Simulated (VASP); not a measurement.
# WC (P-6m2) in VASP: further runs

The runs below take WC through single point, relaxation of cell and atoms, with PBEsol.

Program: VASP 6.6.1. These are calculated values, not measurements. Logs are shortened: lines on timing, memory, paths and dates and some standing lists are left out, and cuts for length are marked.

**1. The cell of the first run**

It takes space group P-6m2 (No. 187, hexagonal). The conventional cell has a = 2.899 Å, b = 2.899 Å, c = 2.827 Å, α = 90.00°, β = 90.00°, γ = 120.00°. Within 2.9 Å of W (site symmetry -6m2) lie 6 C at 2.19 Å and 8 W at 2.83 to 2.90 Å. Within 2.9 Å of C (site symmetry -6m2) lie 6 W at 2.19 Å and 8 C at 2.83 to 2.90 Å.

**2. Single point, PBEsol**

Contents of INCAR:

```
SYSTEM = WC
PREC = Accurate
ENCUT = 520
EDIFF = 1E-7
ISMEAR = -1
SIGMA = 0.08
LREAL = .FALSE.
LASPH = .TRUE.
NELM = 100
ALGO = Normal
ISIF = 2
LWAVE = .FALSE.
LCHARG = .FALSE.
GGA = PS
NBANDS = 16
```

Contents of KPOINTS:

```
Automatic mesh
0
G
  14 14 12
  0 0 0
```

Contents of POSCAR:

```
WC
1.0
    2.8987859516      0.0000000000      0.0000000000
   -1.4493929758      2.5104222742      0.0000000000
    0.0000000000      0.0000000000      2.8274216361
W C
1 1
Direct
    0.0000000000      0.0000000000      0.0000000000
    0.6666666667      0.3333333333      0.5000000000
```

Potentials or basis: VASP PAW PBE potentials, release 64 (W_sv, C).

On the command line:

```sh
$ cat potpaw_PBE.64/W_sv/POTCAR potpaw_PBE.64/C/POTCAR > POTCAR
$ mpirun -np 1 vasp_std > vasp.out
```

OUTCAR:

```text
SYSTEM = WC
   PREC = Accurate
   ENCUT = 520
   EDIFF = 1E-7
   ISMEAR = -1
   LREAL = .FALSE.
   LASPH = .TRUE.
   NELM = 100
   ISIF = 2
   GGA = PS

 ion  position               nearest neighbor table
   1  0.000  0.000  0.000-   2 2.19   2 2.19   2 2.19   2 2.19   2 2.19   2 2.19
   2  0.667  0.333  0.500-   1 2.19   1 2.19   1 2.19   1 2.19   1 2.19   1 2.19

  LATTYP: Found a hexagonal cell.
 ALAT       =     2.8987859516
 C/A-ratio  =     0.9753813090

  Lattice vectors:

 A1 = (   2.8987859516,   0.0000000000,   0.0000000000)
 A2 = (  -1.4493929758,   2.5104222742,   0.0000000000)
 A3 = (   0.0000000000,   0.0000000000,   2.8274216361)

Analysis of symmetry for initial positions (statically):
=====================================================================
 Subroutine PRICEL returns:
 Original cell was already a primitive cell.

 Routine SETGRP: Setting up the symmetry group for a
 hexagonal supercell.

 Subroutine GETGRP returns: Found 12 space group operations
 (whereof 12 operations were pure point group operations)
 out of a pool of 24 trial point group operations.

The static configuration has the point symmetry D_3h.

Analysis of symmetry for dynamics (positions and initial velocities):
=====================================================================
 Subroutine PRICEL returns:
 Original cell was already a primitive cell.

 Routine SETGRP: Setting up the symmetry group for a
 hexagonal supercell.

 Subroutine GETGRP returns: Found 12 space group operations
 (whereof 12 operations were pure point group operations)
 out of a pool of 24 trial point group operations.

The dynamic configuration has the point symmetry D_3h.

 Subroutine INISYM returns: Found 12 space group operations
 (whereof 12 operations are pure point group operations),
 and found     1 'primitive' translations

----------------------------------------------------------------------------------------

                                     Primitive cell

  volume of cell :      20.5756

  direct lattice vectors                    reciprocal lattice vectors
     2.898785952  0.000000000  0.000000000     0.344972004  0.199169680  0.000000000
    -1.449392976  2.510422274  0.000000000     0.000000000  0.398339359  0.000000000
     0.000000000  0.000000000  2.827421636     0.000000000  0.000000000  0.353679121

  length of vectors
     2.898785952  2.898785952  2.827421636     0.398339359  0.398339359  0.353679121

[... 79 lines left out ...]
   NELM   =    100;   NELMIN=  2; NELMDL= -5     # of ELM steps
   EDIFF  = 0.1E-06   stopping-criterion for ELM
   LREAL  =      F    real-space projection
   EDIFFG = 0.1E-05   stopping-criterion for IOM
   NSW    =      0    number of steps for IOM
   IBRION =     -1    ionic relax: 0-MD 1-quasi-New 2-CG
   NFREE  =      0    steps in history (QN), initial steepest desc. (CG)
   ISIF   =      2    stress and relaxation
   ISYM   =      2    0-nonsym 1-usesym 2-fastsym
   POTIM  = 0.5000    time-step for ionic-motion
   TEBEG  =    0.0;   TEEND  =   0.0 temperature during run
   PSTRESS=    0.0 pullay stress
   NELECT =      18.0000    total number of electrons
   NUPDOWN=      -1.0000    fix difference up-down
   EMIN   =  10.00;   EMAX   =-10.00  energy-range for DOS
   EFERMI =   0.00;   METHOD = LEGACY
   ISMEAR =    -1;   SIGMA  =   0.08  broadening in eV -4-tet -1-fermi 0-gaus
   EFERMI_NEDOS =   21; number of points for ismear=-14 and -15
   IALGO  =     38    algorithm
   IMIX   =      4    mixing-type and parameters
     AMIX     =   0.40;   BMIX     =  1.00
     AMIX_MAG =   1.60;   BMIX_MAG =  1.00
  volume/ion in A,a.u.               =      10.29        69.43
  Fermi-wavevector in a.u.,A,eV,Ry     =   1.565721  2.958784 33.354460  2.451484
  Thomas-Fermi vector in A             =   2.668156
   LORBIT       =      0    0 simple, 1 ext, 2 COOP (PROOUT), +10 PAW based schemes
   GGA     = PS    functional components
   LHFCALC =     F    Hartree Fock is set to
   AEXX    =    0.0000 exact exchange contribution
   IVDW    =     0    specifies the selected vdW correction
   LEPSILON=     F    determine dielectric tensor
   LRPA    =     F    only Hartree local field effects (RPA)
 non-spin polarized calculation
  energy-cutoff  :      520.00
  volume of cell :       20.58
 maximum number of plane-waves:       575
 NGX is ok and might be reduce to    24
   NGX = 11   NGY = 11   NGZ = 11

 number of electron      18.0000001 magnetization

 Free energy of the ion-electron system (eV)
  ---------------------------------------------------
  ext. energy  EPLUGINS =         0.00000000
  ---------------------------------------------------
  free energy    TOTEN  =       -23.90312262 eV

  energy without entropy =      -23.89653667  energy(sigma->0) =      -23.89982964

 E-fermi :  11.0464     XC(G=0): -13.9751

 val. band max:       11.0452507121   @ k =   0.4286   0.0714   0.5000
 cond. band min:      11.1151176112   @ k =   0.0714   0.0714   0.3333
 fundamental gap:      0.0698668991
 Fermi energy:        11.0463930713

 k-point     1 :       0.0000    0.0000    0.0000
  band No.  band energies     occupation
      1     -62.8606      2.00000
      2     -26.8469      2.00000
      3     -26.7417      2.00000
      4     -26.7417      2.00000
      5      -3.4401      2.00000
      6       6.6761      2.00000
[... 433 lines left out ...]
      3     -27.2596      2.00000
      4     -26.7173      2.00000
      5       0.7028      2.00000
      6       4.3864      2.00000
[... 8 lines left out ...]
     15      26.3897      0.00000
     16      27.4100      0.00000

 [... further k-points ...]

------------------------ aborting loop because EDIFF is reached ----------------------------------------

  FORCE on cell =-STRESS in cart. coord.  units (eV):
  Direction    XX          YY          ZZ          XY          YZ          ZX
  --------------------------------------------------------------------------------------
  -------------------------------------------------------------------------------------
  Total        0.1490335      0.1490335      0.1945970      0.0000000      0.0000000      0.0000000
  in kB       11.6048903     11.6048903     15.1528142      0.0000000      0.0000000      0.0000000
  external PRESSURE =      12.7875316 kB  Pullay stress =       0.0000000 kB

 VOLUME and BASIS-vectors are now :
 -----------------------------------------------------------------------------
  energy-cutoff  :      520.00
  volume of cell :       20.58
      direct lattice vectors                 reciprocal lattice vectors
     2.898785952  0.000000000  0.000000000     0.344972004  0.199169680  0.000000000
    -1.449392976  2.510422274  0.000000000     0.000000000  0.398339359  0.000000000
     0.000000000  0.000000000  2.827421636     0.000000000  0.000000000  0.353679121

 POSITION                                       TOTAL-FORCE (eV/Angst)
 -----------------------------------------------------------------------------------
      0.00000      0.00000      0.00000        -0.000000      0.000000      0.000000
      1.44939      0.83681      1.41371         0.000000     -0.000000      0.000000
 -----------------------------------------------------------------------------------
    total drift:                                0.000000     -0.000000      0.000000

  FREE ENERGIE OF THE ION-ELECTRON SYSTEM (eV)
  ---------------------------------------------------
  free  energy   TOTEN  =       -23.9031226169 eV

  energy  without entropy=      -23.8965366665  energy(sigma->0) =      -23.89982964
```

OSZICAR:

```text
N       E                     dE             d eps       ncg     rms          rms(c)
DAV:   1     0.109134506698E+03    0.10913E+03   -0.93928E+03  5384   0.126E+03
DAV:   2    -0.236412195102E+02   -0.13278E+03   -0.12844E+03  6480   0.339E+02
DAV:   3    -0.267917025339E+02   -0.31505E+01   -0.31405E+01  5984   0.495E+01
DAV:   4    -0.268077471833E+02   -0.16045E-01   -0.16044E-01  6984   0.398E+00
DAV:   5    -0.268078637666E+02   -0.11658E-03   -0.11658E-03  5968   0.321E-01    0.336E+01
DAV:   6    -0.240020878162E+02    0.28058E+01   -0.52715E+00  6536   0.249E+01    0.938E+00
DAV:   7    -0.239366394765E+02    0.65448E-01   -0.37020E-01  5576   0.470E+00    0.639E+00
DAV:   8    -0.239041172176E+02    0.32522E-01   -0.62156E-02  6200   0.201E+00    0.906E-01
DAV:   9    -0.239032758657E+02    0.84135E-03   -0.25570E-03  5912   0.388E-01    0.116E-01
DAV:  10    -0.239031233790E+02    0.15249E-03   -0.27342E-04  6688   0.198E-01    0.454E-02
DAV:  11    -0.239031233121E+02    0.66896E-07   -0.12232E-05  6008   0.336E-02    0.809E-03
DAV:  12    -0.239031226491E+02    0.66307E-06   -0.20949E-06  6040   0.116E-02    0.827E-04
DAV:  13    -0.239031226169E+02    0.32210E-07   -0.97580E-08  4616   0.263E-03
   1 F= -.23903123E+02 E0= -.23899830E+02  d E =-.658595E-02
```

stdout:

```text
POSCAR found type information on POSCAR W C
 POSCAR found :  2 types and       2 ions
 scaLAPACK will be used
 -----------------------------------------------------------------------------
|                                                                             |
|                                                                             |
|     You enforced a specific xc type in the INCAR file but a different       |
|     I HOPE YOU KNOW WHAT YOU ARE DOING!                                     |
|                                                                             |
 -----------------------------------------------------------------------------

 LDA part: xc-table for (Slater+PW92), standard interpolation
 POSCAR, INCAR and KPOINTS ok, starting setup
 FFT: planning ... GRIDC
 FFT: planning ... GRID_SOFT
 FFT: planning ... GRID
 WAVECAR not read
 entering main loop
```

Run time: 96 s. Hardware: 1 thread of AMD EPYC, shared host; peak memory 0.15 GiB.

Results:

```
Free energy            : -23.9031 eV
Pressure               : 1.3 GPa
Band gap on the k mesh : zero (bands 9 and 10 overlap by 1.27 eV)
```

Levels at points of the mesh, in eV from the Fermi level:
```tsv
k point	band 5	band 6	band 7	band 8	band 9	band 10	band 11	band 12	band 13	band 14
(0.00, 0.00, 0.00)	-14.49	-4.37	-3.36	-3.36	0.13	3.28	3.28	5.71	5.71	6.47
(0.50, 0.00, 0.00)	-11.08	-7.07	-3.64	-3.62	-0.44	2.37	4.59	4.97	6.93	9.76
(0.00, 0.00, 0.50)	-10.36	-8.72	-2.03	-2.03	-0.60	-0.60	3.75	4.56	4.56	10.03
(0.50, 0.00, 0.50)	-11.30	-6.51	-4.36	-4.19	0.32	4.50	5.40	6.75	9.32	10.24
```

Caveat: the PAW data sets were made with another functional, which shifts forces and pressure a little; spin-orbit coupling is left out, which moves the levels of the heavy elements.

**3. Single point, PBEsol**

Contents of INCAR:

```
  PREC = Accurate
  ENCUT = 520
  EDIFF = 1E-7
  ISMEAR = -1
  SIGMA = 0.08
  LREAL = F
  LASPH = T
  NELM = 60
  ALGO = Normal
  ISIF = 2
  LWAVE = F
  LCHARG = T
  GGA = PS
  LELF = T
  LVHAR = T
  NBANDS = 16
```

Contents of KPOINTS:

```
Automatic mesh
0
Gamma
  14 14 12
```

POSCAR is that of step 2.

Potentials or basis: VASP PAW PBE potentials, release 64 (W_sv, C).

On the command line:

```sh
$ cat potpaw_PBE.64/W_sv/POTCAR potpaw_PBE.64/C/POTCAR > POTCAR
$ mpirun -np 1 vasp_std > vasp.out
```

Run time: 97 s. Hardware: 1 thread of AMD EPYC, shared host; peak memory 0.15 GiB.

The run converged. Its results:

* Free energy: -23.9031 eV
* Pressure: 1.3 GPa
* Band gap on the k mesh: zero (bands 9 and 10 overlap by 1.27 eV)

Stress tensor (GPa, compression positive):
```
1.16 0.00 0.00
0.00 1.16 0.00
0.00 0.00 1.52
```

Levels at points of the mesh, in eV from the Fermi level:
```csv
k point,band 6,band 7,band 8,band 9,band 10,band 11,band 12,band 13
"(0.00, 0.00, 0.00)",-4.37,-3.36,-3.36,0.13,3.28,3.28,5.71,5.71
"(0.50, 0.00, 0.00)",-7.07,-3.64,-3.62,-0.44,2.37,4.59,4.97,6.93
"(0.00, 0.00, 0.50)",-8.72,-2.03,-2.03,-0.60,-0.60,3.75,4.56,4.56
"(0.50, 0.00, 0.50)",-6.51,-4.36,-4.19,0.32,4.50,5.40,6.75,9.32
```

Caveat: the PAW data sets were made with another functional, which shifts forces and pressure a little; spin-orbit coupling is left out, which moves the levels of the heavy elements.

**4. Relaxation of cell and atoms, PBEsol**

This run uses another cell than the first one, of 10.38 Å³/atom.

Contents of INCAR:

```
PREC     = Accurate       # precision mode
ENCUT    = 600            # plane-wave cutoff, eV
EDIFF    = 1E-7           # SCF threshold, eV
ISMEAR   = -1             # smearing method
SIGMA    = 0.08           # smearing width, eV
LREAL    = F              # projectors in reciprocal space
LASPH    = T              # aspherical terms in the spheres
NELM     = 100            # most SCF steps
ALGO     = Normal         # electronic algorithm
ISIF     = 3              # what is computed and relaxed
LWAVE    = F              # write WAVECAR
LCHARG   = F              # write CHGCAR
GGA      = PS             # functional
IBRION   = 2              # ionic algorithm
NSW      = 100            # ionic steps
EDIFFG   = -0.002         # ionic threshold
```

KPOINTS is that of step 3.

Contents of POSCAR:

```
WC
1.0
    2.9065000000      0.0000000000      0.0000000000
   -1.4532500000      2.5171028361      0.0000000000
    0.0000000000      0.0000000000      2.8366000000
W C
1 1
Direct
    0.0000000000      0.0000000000      0.0000000000
    0.6666666667      0.3333333333      0.5000000000
```

Potentials or basis: VASP PAW PBE potentials, release 64 (W_sv, C).

On the command line:

```sh
$ cat potpaw_PBE.64/W_sv/POTCAR potpaw_PBE.64/C/POTCAR > POTCAR
$ mpirun -np 1 vasp_std > vasp.out
```

OUTCAR:

```text
PREC = Accurate
   ENCUT = 600
   EDIFF = 1E-7
   ISMEAR = -1
   LREAL = F
   LASPH = T
   NELM = 100
   ISIF = 3
   GGA = PS
   IBRION = 2
   NSW = 100
   EDIFFG = -0.002

 ion  position               nearest neighbor table
   1  0.000  0.000  0.000-   2 2.20   2 2.20   2 2.20   2 2.20   2 2.20   2 2.20
   2  0.667  0.333  0.500-   1 2.20   1 2.20   1 2.20   1 2.20   1 2.20   1 2.20

  LATTYP: Found a hexagonal cell.
 ALAT       =     2.9065000000
 C/A-ratio  =     0.9759504559

  Lattice vectors:

 A1 = (   2.9065000000,   0.0000000000,   0.0000000000)
 A2 = (  -1.4532500000,   2.5171028361,   0.0000000000)
 A3 = (   0.0000000000,   0.0000000000,   2.8366000000)

Analysis of symmetry for initial positions (statically):
=====================================================================
 Subroutine PRICEL returns:
 Original cell was already a primitive cell.

 Routine SETGRP: Setting up the symmetry group for a
 hexagonal supercell.

 Subroutine GETGRP returns: Found 12 space group operations
 (whereof 12 operations were pure point group operations)
 out of a pool of 24 trial point group operations.

The static configuration has the point symmetry D_3h.

Analysis of symmetry for dynamics (positions and initial velocities):
=====================================================================
 Subroutine PRICEL returns:
[... 341 lines left out ...]
  ---------------------------------------------------
  ext. energy  EPLUGINS =         0.00000000
  ---------------------------------------------------
  free energy    TOTEN  =       -23.90422016 eV

  energy without entropy =      -23.89764569  energy(sigma->0) =      -23.90093293

 E-fermi :  11.0038     XC(G=0): -13.9590

 val. band max:       10.9986757458   @ k =   0.4286   0.0714   0.5000
 cond. band min:      11.0745399711   @ k =   0.0714   0.0714   0.3333
 fundamental gap:      0.0758642253
 Fermi energy:        11.0038256919

 k-point     1 :       0.0000    0.0000    0.0000
  band No.  band energies     occupation
      1     -62.9091      2.00000
      2     -26.8958      2.00000
      3     -26.7908      2.00000
      4     -26.7908      2.00000
      5      -3.4598      2.00000
      6       6.6506      2.00000
      7       7.6565      2.00000
      8       7.6565      2.00000
      9      11.1332      0.33114
     10      14.2662      0.00000
     11      14.2662      0.00000
     12      16.6995      0.00000
     13      16.6995      0.00000
[... 354 lines left out ...]
  band No.  band energies     occupation
      1     -62.8419      2.00000
      2     -27.4417      2.00000
      3     -27.3036      2.00000
      4     -26.7675      2.00000
      5       0.6689      2.00000
      6       4.3605      2.00000
      7       6.4998      2.00000
      8       7.5429      2.00000
      9      11.6753      0.00045
     10      11.7837      0.00012
     11      13.2344      0.00000
     12      14.4222      0.00000
     13      20.2025      0.00000

 [... further k-points ...]

------------------------ aborting loop because EDIFF is reached ----------------------------------------

  FORCE on cell =-STRESS in cart. coord.  units (eV):
  Direction    XX          YY          ZZ          XY          YZ          ZX
  --------------------------------------------------------------------------------------
  -------------------------------------------------------------------------------------
  Total       -0.0011834     -0.0011834     -0.0006449     -0.0000000     -0.0000000     -0.0000000
  in kB       -0.0918797     -0.0918797     -0.0500681     -0.0000000     -0.0000000     -0.0000000
  external PRESSURE =      -0.0779425 kB  Pullay stress =       0.0000000 kB
[... 17 lines left out ...]
  FREE ENERGIE OF THE ION-ELECTRON SYSTEM (eV)
  ---------------------------------------------------
  free  energy   TOTEN  =       -23.9042201595 eV

  energy  without entropy=      -23.8976456912  energy(sigma->0) =      -23.90093293

 reached required accuracy - stopping structural energy minimisation
```

Wall time 4.2 min (1 thread of AMD EPYC, shared host); peak memory 0.16 GiB.

Results:

```
Free energy                           : -23.9042 eV
Relaxed volume                        : 10.32 Å³/atom
Relaxed cell                          : a = 2.901 Å, b = 2.901 Å, c = 2.831 Å, α = 90.00°, β = 90.00°, γ = 120.00°
Space group after relaxing (to 0.1 Å) : P-6m2 (No. 187)
Energy gained by relaxing             : 0.4 meV/atom
Ionic steps                           : 6
Pressure after relaxing               : 0.0 GPa
Band gap on the k mesh                : zero (bands 9 and 10 overlap by 1.26 eV)
```

The path:
| step | energy change (eV) | largest force (eV/Å) | pressure (GPa) | volume (Å³) |
| --- | --- | --- | --- | --- |
| 1 | 0.0000 | 0.0000 | -2.32 | 20.75 |
| 2 | 0.0063 | 0.0000 | 6.93 | 20.30 |
| 3 | -0.0009 | 0.0000 | -0.02 | 20.64 |
| 4 | -0.0009 | 0.0000 | 0.02 | 20.63 |
| 5 | -0.0009 | 0.0000 | -0.05 | 20.64 |
| 6 | -0.0009 | 0.0000 | -0.01 | 20.64 |

Final structure:
```
CELL_PARAMETERS angstrom
2.90140 0.00000 0.00000
-1.45070 2.51268 0.00000
0.00000 0.00000 2.83055
ATOMIC_POSITIONS crystal
W 0.00000 0.00000 0.00000
C 0.66667 0.33333 0.50000
```

Caveat: the PAW data sets were made with another functional, which shifts forces and pressure a little; spin-orbit coupling is left out, which moves the levels of the heavy elements.
